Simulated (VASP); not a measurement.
Write the native input for VASP 6.6.1 that does the following.

* Task: single point
* Functional: LDA
* Potentials or basis: VASP PAW LDA potentials, release 64 (Ca_sv, B)
* Cutoff: 520 eV
* k mesh: 8 × 8 × 8
* Occupations: gaussian, width 0.01 eV
* Spin: no spin polarisation
* Dipole correction: no
* Further INCAR settings: ALGO = Normal; EDIFF = 1e-06; NBANDS = 23

The structure of CaB6 lies in POSCAR:

```
CaB6
1.0
    4.0889130466      0.0000000000      0.0000000000
    0.0000000000      4.0889130466      0.0000000000
    0.0000000000      0.0000000000      4.0889130466
Ca B
1 6
Direct
    0.5000000000      0.5000000000      0.5000000000
    0.0000000000      0.0000000000      0.2982672980
    0.0000000000      0.0000000000      0.7017327020
    0.2982672980      0.0000000000      0.0000000000
    0.7017327020      0.0000000000      0.0000000000
    0.0000000000      0.2982672980      0.0000000000
    0.0000000000      0.7017327020      0.0000000000
```

These files were run (other wordings do the same):

INCAR

```
SYSTEM = CaB6
  ALGO = Normal
  EDIFF = 1E-6
  ENCUT = 520
  GGA = CA
  ISIF = 2
  ISMEAR = 0
  LASPH = .True.
  LCHARG = .False.
  LREAL = .False.
  LWAVE = .False.
  NBANDS = 23
  NELM = 60
  PREC = Accurate
  SIGMA = 0.01
```

KPOINTS

```
k-points
0
Gamma
  8 8 8
  0 0 0
```

Potentials or basis: VASP PAW LDA potentials, release 64 (Ca_sv, B).

Launch:

```sh
$ cat potpaw_LDA.64/Ca_sv/POTCAR potpaw_LDA.64/B/POTCAR > POTCAR
$ mpirun -np 1 vasp_std > vasp.out
```

It gave:

```yaml
Pressure: 0.3 GPa
Largest_force: 0.022 eV/Å
Band_gap_on_the_k_mesh: 0.03 eV
```

Run time: 24 s on 1 thread of Intel(R) Xeon(R) 6975P-C (Granite Rapids) (shared host), peak memory 0.17 GiB.
